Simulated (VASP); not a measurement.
A run of VASP 6.6.1 is set up as follows.

Contents of INCAR:

```
PREC     = Accurate       # precision mode
ENCUT    = 520            # plane-wave cutoff, eV
EDIFF    = 1E-7           # SCF threshold, eV
ISMEAR   = -1             # smearing method
SIGMA    = 0.05           # smearing width, eV
LREAL    = False          # projectors in reciprocal space
LASPH    = True           # aspherical terms in the spheres
NELM     = 80             # most SCF steps
ALGO     = Normal         # electronic algorithm
ISIF     = 2              # what is computed and relaxed
LWAVE    = False          # write WAVECAR
LCHARG   = False          # write CHGCAR
GGA      = PS             # functional
NBANDS   = 14             # bands
```

The input KPOINTS:

```
regular mesh
0
Gamma
  8 8 8
```

File POSCAR:

```
TiAl
1.0
    3.1158472051      0.0000000000      0.0000000000
    0.0000000000      3.1158472051      0.0000000000
    0.0000000000      0.0000000000      3.1158472051
Ti Al
1 1
Direct
    0.0000000000      0.0000000000      0.0000000000
    0.5000000000      0.5000000000      0.5000000000
```

Potentials or basis: VASP PAW PBE potentials, release 64 (Ti_sv, Al).

Launch:

```sh
$ cat potpaw_PBE.64/Ti_sv/POTCAR potpaw_PBE.64/Al/POTCAR > POTCAR
$ mpirun -np 1 vasp_std > vasp.out
```

**Question.** Estimate the pressure.

**Answer.** 5.1 GPa.

Caveat: the PAW data sets were made with another functional, which shifts forces and pressure a little.
